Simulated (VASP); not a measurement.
# In (P6_3/mmc) in VASP: further runs

The runs below take In through single point, relaxation of cell and atoms, with PBE, PBE+D3(BJ).

Everything below comes from runs of VASP 6.6.1. Logs are shortened: lines on timing, memory, paths and dates and some standing lists are left out, and cuts for length are marked.

### 1 The cell of the first run

It takes space group P6_3/mmc (No. 194, hexagonal). Conventional cell: a = 3.335 Å, b = 3.335 Å, c = 5.509 Å, α = 90.00°, β = 90.00°, γ = 120.00°. Within 4.4 Å of In (site symmetry -6m2) lie 12 In at 3.34 to 3.36 Å.

This isn't the form of In at room conditions, which is tetragonal.

### 2 Single point, PBE

The input, INCAR:

```
SYSTEM = In
PREC = Accurate ; ENCUT = 520
EDIFF = 1E-6 ; ISMEAR = 0
SIGMA = 0.026000000000000002 ; LREAL = .FALSE.
LASPH = .TRUE. ; NELM = 80
ALGO = Normal ; ISIF = 2
LWAVE = .FALSE. ; LCHARG = .FALSE.
GGA = PE ; NBANDS = 20
```

The input, KPOINTS:

```
Automatic mesh
0
G
  9 9 5
  0 0 0
```

The input, POSCAR:

```
In
1.0
    3.3354847820      0.0000000000      0.0000000000
   -1.6677423910      2.8886145552      0.0000000000
    0.0000000000      0.0000000000      5.5091429200
In
2
Direct
    0.6666666667      0.3333333333      0.7500000000
    0.3333333333      0.6666666667      0.2500000000
```

Potentials or basis: VASP PAW PBE potentials, release 64 (In_d).

On the command line:

```
$ cat potpaw_PBE.64/In_d/POTCAR > POTCAR
$ mpirun -np 1 vasp_std > vasp.out
```

OUTCAR:

```text
SYSTEM = In
   PREC = Accurate
   ENCUT = 520
   EDIFF = 1E-6
   ISMEAR = 0
   LREAL = .FALSE.
   LASPH = .TRUE.
   NELM = 80
   ISIF = 2
   GGA = PE

 ion  position               nearest neighbor table
   1  0.667  0.333  0.750-   2 3.36   2 3.36   2 3.36   2 3.36   2 3.36   2 3.36
   2  0.333  0.667  0.250-   1 3.36   1 3.36   1 3.36   1 3.36   1 3.36   1 3.36

  LATTYP: Found a hexagonal cell.
 ALAT       =     3.3354847820
 C/A-ratio  =     1.6516768266

  Lattice vectors:

 A1 = (   3.3354847820,   0.0000000000,   0.0000000000)
 A2 = (  -1.6677423910,   2.8886145552,   0.0000000000)
 A3 = (   0.0000000000,   0.0000000000,   5.5091429200)

Analysis of symmetry for initial positions (statically):
=====================================================================
 Subroutine PRICEL returns:
 Original cell was already a primitive cell.

 Routine SETGRP: Setting up the symmetry group for a
 hexagonal supercell.

 Subroutine GETGRP returns: Found 24 space group operations
 (whereof 12 operations were pure point group operations)
 out of a pool of 24 trial point group operations.

The static configuration has the point symmetry D_3d.
 The point group associated with its full space group is D_6h.

Analysis of symmetry for dynamics (positions and initial velocities):
=====================================================================
 Subroutine PRICEL returns:
 Original cell was already a primitive cell.

 Routine SETGRP: Setting up the symmetry group for a
 hexagonal supercell.

 Subroutine GETGRP returns: Found 24 space group operations
 (whereof 12 operations were pure point group operations)
 out of a pool of 24 trial point group operations.

The dynamic configuration has the point symmetry D_3d.
 The point group associated with its full space group is D_6h.

 Subroutine INISYM returns: Found 24 space group operations
 (whereof 12 operations are pure point group operations),
 and found     1 'primitive' translations

----------------------------------------------------------------------------------------

                                     Primitive cell

  volume of cell :      53.0802

  direct lattice vectors                    reciprocal lattice vectors
     3.335484782  0.000000000  0.000000000     0.299806495  0.173093360  0.000000000
    -1.667742391  2.888614555  0.000000000     0.000000000  0.346186721  0.000000000
     0.000000000  0.000000000  5.509142920     0.000000000  0.000000000  0.181516438

  length of vectors
     3.335484782  3.335484782  5.509142920     0.346186721  0.346186721  0.181516438

  position of ions in fractional coordinates (direct lattice)
     0.666666667  0.333333333  0.750000000
     0.333333333  0.666666667  0.250000000

  ion indices of the primitive-cell ions
   primitive index   ion index
                 1           1
                 2           2

----------------------------------------------------------------------------------------

 KPOINTS: Automatic mesh

Automatic generation of k-mesh.
 Grid dimensions read from file:
 generate k-points for:    9    9    5

 Generating k-lattice:

  Cartesian coordinates                     Fractional coordinates (reciprocal lattice)
     0.033311833  0.019232596  0.000000000     0.111111111  0.000000000  0.000000000
     0.000000000  0.038465191  0.000000000     0.000000000  0.111111111  0.000000000
     0.000000000  0.000000000  0.036303288     0.000000000  0.000000000  0.200000000

  Length of vectors
     0.038465191  0.038465191  0.036303288

  Shift w.r.t. Gamma in fractional coordinates (k-lattice)
     0.000000000  0.000000000  0.000000000

 Subroutine IBZKPT returns following result:
 ===========================================

 Found     36 irreducible k-points:

 Following reciprocal coordinates:
            Coordinates               Weight
  0.000000  0.000000  0.000000      1.000000
  0.111111  0.000000  0.000000      6.000000
  0.222222  0.000000  0.000000      6.000000
  0.333333  0.000000  0.000000      6.000000
  0.444444  0.000000  0.000000      6.000000
  0.111111  0.111111  0.000000      6.000000
[... 16 lines left out ...]
  0.333333  0.222222  0.200000     24.000000
  0.333333  0.333333  0.200000      4.000000
 [... further k-points ...]
   k-points           NKPTS =     36   k-points in BZ     NKDIM =     36   number of bands    NBANDS=     20
   number of dos      NEDOS =    301   number of ions     NIONS =      2
   total plane-waves  NPLWV =  32928
   dimension x,y,z NGX =    28 NGY =   28 NGZ =   42
   dimension x,y,z NGXF=    56 NGYF=   56 NGZF=   84
   ions per type =               2
   NGX,Y,Z   is equivalent  to a cutoff of  13.96, 13.96, 12.67 a.u.
   NGXF,Y,Z  is equivalent  to a cutoff of  27.91, 27.91, 25.35 a.u.
 SYSTEM =  In
   PREC   = accura    normal or accurate (medium, high low for compatibility)
   ISTART =      0    job   : 0-new  1-cont  2-samecut
   ICHARG =      2    charge: 1-file 2-atom 10-const
   ISPIN  =      1    spin polarized calculation?
   LNONCOLLINEAR =      F non collinear calculations
   LSORBIT =      F    spin-orbit coupling
   LASPH  =      T    aspherical Exc in radial PAW
   ENCUT  =  520.0 eV  38.22 Ry    6.18 a.u.   6.20  6.20 10.24*2*pi/ulx,y,z
   NELM   =     80;   NELMIN=  2; NELMDL= -5     # of ELM steps
   EDIFF  = 0.1E-05   stopping-criterion for ELM
   LREAL  =      F    real-space projection
   EDIFFG = 0.1E-04   stopping-criterion for IOM
   NSW    =      0    number of steps for IOM
   IBRION =     -1    ionic relax: 0-MD 1-quasi-New 2-CG
   NFREE  =      0    steps in history (QN), initial steepest desc. (CG)
   ISIF   =      2    stress and relaxation
   ISYM   =      2    0-nonsym 1-usesym 2-fastsym
   POTIM  = 0.5000    time-step for ionic-motion
   TEBEG  =    0.0;   TEEND  =   0.0 temperature during run
   PSTRESS=    0.0 pullay stress
   NELECT =      26.0000    total number of electrons
   NUPDOWN=      -1.0000    fix difference up-down
   EMIN   =  10.00;   EMAX   =-10.00  energy-range for DOS
   EFERMI =   0.00;   METHOD = LEGACY
   ISMEAR =     0;   SIGMA  =   0.03  broadening in eV -4-tet -1-fermi 0-gaus
   EFERMI_NEDOS =   21; number of points for ismear=-14 and -15
   IALGO  =     38    algorithm
   IMIX   =      4    mixing-type and parameters
     AMIX     =   0.40;   BMIX     =  1.00
     AMIX_MAG =   1.60;   BMIX_MAG =  1.00
  volume/ion in A,a.u.               =      26.54       179.10
  Fermi-wavevector in a.u.,A,eV,Ry     =   1.290491  2.438675 22.658704  1.665368
  Thomas-Fermi vector in A             =   2.422320
   LORBIT       =      0    0 simple, 1 ext, 2 COOP (PROOUT), +10 PAW based schemes
   GGA     = PE    functional components
   LHFCALC =     F    Hartree Fock is set to
   AEXX    =    0.0000 exact exchange contribution
   IVDW    =     0    specifies the selected vdW correction
   LEPSILON=     F    determine dielectric tensor
   LRPA    =     F    only Hartree local field effects (RPA)
 non-spin polarized calculation
 Gauss-broadening in eV      SIGMA  =   0.03
  energy-cutoff  :      520.00
  volume of cell :       53.08
 maximum number of plane-waves:      1446
 NGX is ok and might be reduce to    28
   NGX = 13   NGY = 13   NGZ = 21

 number of electron      26.0000008 magnetization

 Free energy of the ion-electron system (eV)
  ---------------------------------------------------
  ext. energy  EPLUGINS =         0.00000000
  ---------------------------------------------------
  free energy    TOTEN  =        -5.07466624 eV

  energy without entropy =       -5.07458178  energy(sigma->0) =       -5.07462401

 E-fermi :   7.4440     XC(G=0): -10.1883

 val. band max:        7.3985211660   @ k =   0.3333   0.2222   0.2000
 cond. band min:       7.4918761637   @ k =   0.4444   0.0000   0.2000
 fundamental gap:      0.0933549978
 Fermi energy:         7.4439945972

 k-point     1 :       0.0000    0.0000    0.0000
  band No.  band energies     occupation
      1      -7.3273      2.00000
      2      -7.2728      2.00000
      3      -7.2446      2.00000
      4      -7.2446      2.00000
      5      -7.2182      2.00000
      6      -7.2182      2.00000
[... 12 lines left out ...]
     19      18.2505      0.00000
     20      18.7298      0.00000

 k-point     2 :       0.1111    0.0000    0.0000
  band No.  band energies     occupation
      1      -7.3192      2.00000
      2      -7.2764      2.00000
      3      -7.2288      2.00000
      4      -7.2107      2.00000
      5      -7.2093      2.00000
      6      -7.1859      2.00000
[... 12 lines left out ...]
     19      18.1389      0.00000
     20      19.4357      0.00000

 k-point     3 :       0.2222    0.0000    0.0000
  band No.  band energies     occupation
      1      -7.3606      2.00000
      2      -7.2542      2.00000
      3      -7.2195      2.00000
      4      -7.2161      2.00000
      5      -7.1904      2.00000
      6      -7.1336      2.00000
[... 12 lines left out ...]
     19      17.3910      0.00000
     20      18.7913      0.00000

 k-point     4 :       0.3333    0.0000    0.0000
  band No.  band energies     occupation
      1      -7.4159      2.00000
      2      -7.2898      2.00000
      3      -7.2799      2.00000
      4      -7.2218      2.00000
      5      -7.1557      2.00000
      6      -7.1054      2.00000
[... 12 lines left out ...]
     19      16.3452      0.00000
     20      18.0652      0.00000

 k-point     5 :       0.4444    0.0000    0.0000
  band No.  band energies     occupation
      1      -7.4514      2.00000
      2      -7.3388      2.00000
      3      -7.3010      2.00000
      4      -7.2411      2.00000
      5      -7.1336      2.00000
      6      -7.1163      2.00000
[... 12 lines left out ...]
     19      15.7487      0.00000
     20      17.6011      0.00000
[... 353 lines left out ...]
      6      -7.0670      2.00000
[... 12 lines left out ...]
     19      16.9628      0.00000
     20      17.0047      0.00000

 k-point    22 :       0.2222    0.2222    0.2000
  band No.  band energies     occupation
      1      -7.3263      2.00000
      2      -7.2895      2.00000
      3      -7.2617      2.00000
      4      -7.2538      2.00000
      5      -7.1677      2.00000
      6      -7.1112      2.00000
[... 12 lines left out ...]
     19      16.0478      0.00000
     20      18.9033      0.00000

 k-point    23 :       0.3333    0.2222    0.2000
  band No.  band energies     occupation
      1      -7.3410      2.00000
      2      -7.3073      2.00000
      3      -7.2564      2.00000
      4      -7.2146      2.00000
      5      -7.1823      2.00000
      6      -7.0914      2.00000
[... 12 lines left out ...]
     19      15.2014      0.00000
     20      20.1429      0.00000

 k-point    24 :       0.3333    0.3333    0.2000
  band No.  band energies     occupation
      1      -7.3378      2.00000
      2      -7.2636      2.00000
      3      -7.2636      2.00000
      4      -7.1476      2.00000
      5      -7.1476      2.00000
      6      -7.1457      2.00000
[... 12 lines left out ...]
     19      14.0656      0.00000
     20      21.7254      0.00000

 [... further k-points ...]

------------------------ aborting loop because EDIFF is reached ----------------------------------------

  FORCE on cell =-STRESS in cart. coord.  units (eV):
  Direction    XX          YY          ZZ          XY          YZ          ZX
  --------------------------------------------------------------------------------------
  -------------------------------------------------------------------------------------
  Total        0.6070439      0.6070439      0.0755495      0.0000000     -0.0000000      0.0000000
  in kB       18.3230619     18.3230619      2.2803921      0.0000000     -0.0000000      0.0000000
  external PRESSURE =      12.9755053 kB  Pullay stress =       0.0000000 kB

 VOLUME and BASIS-vectors are now :
 -----------------------------------------------------------------------------
  energy-cutoff  :      520.00
  volume of cell :       53.08
      direct lattice vectors                 reciprocal lattice vectors
     3.335484782  0.000000000  0.000000000     0.299806495  0.173093360  0.000000000
    -1.667742391  2.888614555  0.000000000     0.000000000  0.346186721  0.000000000
     0.000000000  0.000000000  5.509142920     0.000000000  0.000000000  0.181516438

 POSITION                                       TOTAL-FORCE (eV/Angst)
 -----------------------------------------------------------------------------------
      1.66774      0.96287      4.13186         0.000000     -0.000000      0.000000
     -0.00000      1.92574      1.37729        -0.000000      0.000000      0.000000
 -----------------------------------------------------------------------------------
    total drift:                                0.000000     -0.000000      0.000000

  FREE ENERGIE OF THE ION-ELECTRON SYSTEM (eV)
  ---------------------------------------------------
  free  energy   TOTEN  =        -5.0746662352 eV

  energy  without entropy=       -5.0745817784  energy(sigma->0) =       -5.07462401
```

Wall time 33 s (1 thread of AMD EPYC 7R43 (Zen 3), shared host); peak memory 0.15 GiB.

Results:

- Free energy: -5.0747 eV
- Pressure: 1.3 GPa
- Band gap on the k mesh: zero (bands 13 and 14 overlap by 4.01 eV)

Caveat: spin-orbit coupling is left out, which moves the levels of the heavy elements.

### 3 Single point, PBE+D3(BJ)

This run uses another cell than the first one, of 26.10 Å³/atom.

The input, INCAR:

```
SYSTEM = In
ALGO     = Fast           ! electronic algorithm
EDIFF    = 1E-6           ! SCF threshold, eV
ENCUT    = 520            ! plane-wave cutoff, eV
GGA      = PE             ! functional
ISIF     = 2              ! what is computed and relaxed
ISMEAR   = -1             ! smearing method
IVDW     = 12             ! dispersion correction
LASPH    = .TRUE.         ! aspherical terms in the spheres
LCHARG   = .FALSE.        ! write CHGCAR
LREAL    = .FALSE.        ! projectors in reciprocal space
LWAVE    = .FALSE.        ! write WAVECAR
NBANDS   = 20             ! bands
NELM     = 60             ! most SCF steps
PREC     = Accurate       ! precision mode
SIGMA    = 0.05           ! smearing width, eV
```

The input, KPOINTS:

```
k-points
0
G
  9 9 5
  0 0 0
```

The input, POSCAR:

```
In
1.0
    3.3293475889      0.0000000000      0.0000000000
   -1.6646737945      2.8832995900      0.0000000000
    0.0000000000      0.0000000000      5.4374787885
In
2
Direct
    0.6666666667      0.3333333333      0.7500000000
    0.3333333333      0.6666666667      0.2500000000
```

Potentials or basis: VASP PAW PBE potentials, release 64 (In_d).

On the command line:

```
$ cat potpaw_PBE.64/In_d/POTCAR > POTCAR
$ mpirun -np 1 vasp_std > vasp.out
```

It took 47 s on 1 thread of AMD EPYC 7R43 (Zen 3), shared host; peak memory 0.15 GiB.

The run converged. Its results:

```
Free energy                : -5.7496 eV
Pressure                   : 0.0 GPa
Band gap on the k mesh     : zero (bands 13 and 14 overlap by 4.18 eV)
Dispersion energy per atom : -0.339 eV
```

Levels at points of the mesh, in eV from the Fermi level:
```tsv
k point	band 10	band 11	band 12	band 13	band 14	band 15	band 16	band 17
(0.00, 0.00, 0.00)	-14.38	-9.61	-4.38	-3.44	8.31	8.31	10.16	10.16
```

Caveat: spin-orbit coupling is left out, which moves the levels of the heavy elements.

### 4 Relaxation of cell and atoms, PBE+D3(BJ)

The input, INCAR:

```
ALGO = Normal ; EDIFF = 1E-7
EDIFFG = -0.01 ; ENCUT = 600
GGA = PE ; IBRION = 2
ISIF = 3 ; ISMEAR = -1
IVDW = 12 ; LASPH = T
LCHARG = F ; LREAL = F
LWAVE = F ; NELM = 60
NSW = 60 ; PREC = Accurate
SIGMA = 0.05
```

The input, KPOINTS:

```
k-points
0
Gamma
  9 9 5
```

The input, POSCAR:

```
In
1.0
    3.3354847820      0.0000000000      0.0000000000
   -1.6677423910      2.8886145552      0.0000000000
    0.0000000000      0.0000000000      5.5091429200
In
2
Direct
    0.6666666667      0.3333333333      0.7500000000
    0.3333333333      0.6666666667      0.2500000000
```

On the command line:

```
$ cat potpaw_PBE.64/In_d/POTCAR > POTCAR
$ mpirun -np 1 vasp_std > vasp.out
```

Run time: 2.4 min. Hardware: 1 thread of AMD EPYC 7R43 (Zen 3), shared host; peak memory 0.18 GiB.

The run converged. Its results:

| Property | Result |
| --- | --- |
| Free energy | -5.7497 eV |
| Relaxed volume | 26.08 Å³/atom |
| Relaxed cell | a = 3.329 Å, b = 3.329 Å, c = 5.436 Å, α = 90.00°, β = 90.00°, γ = 120.00° |
| Space group after relaxing (to 0.1 Å) | P6_3/mmc (No. 194) |
| Energy gained by relaxing | 1.0 meV/atom |
| Ionic steps | 5 |
| Pressure after relaxing | 0.1 GPa |
| Band gap on the k mesh | zero (bands 13 and 14 overlap by 4.19 eV) |
| Dispersion energy per atom | -0.339 eV |

The path:
```tsv
step	energy change (eV)	largest force (eV/Å)	pressure (GPa)	volume (Å³)
1	0.0000	0.0000	-0.56	53.08
2	-0.0016	0.0000	-0.05	52.37
3	-0.0016	0.0000	0.06	52.22
4	-0.0019	0.0000	0.05	52.20
5	-0.0021	0.0000	0.05	52.17
```

Final structure:
```
CELL_PARAMETERS angstrom
3.32885 0.00000 0.00000
-1.66442 2.88287 0.00000
0.00000 0.00000 5.43623
ATOMIC_POSITIONS crystal
In 0.66667 0.33333 0.75000
In 0.33333 0.66667 0.25000
```

Levels at points of the mesh, in eV from the Fermi level:
```
           k point  band 9  band 10  band 11  band 12  band 13  band 14  band 15  band 16  band 17
(0.00, 0.00, 0.00)  -14.38   -14.38    -9.62    -4.37    -3.44     8.31     8.31    10.17    10.17
```

Caveat: spin-orbit coupling is left out, which moves the levels of the heavy elements.

### 5 Overview

| task | level | cell | cutoff (eV) | smearing | gap on the mesh (eV) | pressure (GPa) |
| --- | --- | --- | --- | --- | --- | --- |
| single point | PBE | a = 3.335, b = 3.335, c = 5.509 Å, angles 90.0, 90.0, 120.0°, 2 atoms | 520 | gaussian 0.026 eV | none | 1.3 |
| single point | PBE+D3(BJ) | a = 3.329, b = 3.329, c = 5.437 Å, angles 90.0, 90.0, 120.0°, 2 atoms | 520 | fermi-dirac 0.05 eV | none | 0.0 |
| relaxation of cell and atoms | PBE+D3(BJ) | relaxed from a = 3.335, b = 3.335, c = 5.509 Å, angles 90.0, 90.0, 120.0°, 2 atoms | 600 | fermi-dirac 0.05 eV | none | 0.1 |

Alike in all rows: potentials or basis VASP PAW PBE potentials, release 64 (In_d); no spin polarisation; k mesh 9 × 9 × 5.

Caveats: spin-orbit coupling is left out, which moves the levels of the heavy elements.

Absolute energies hang on the potentials; compare differences alone.
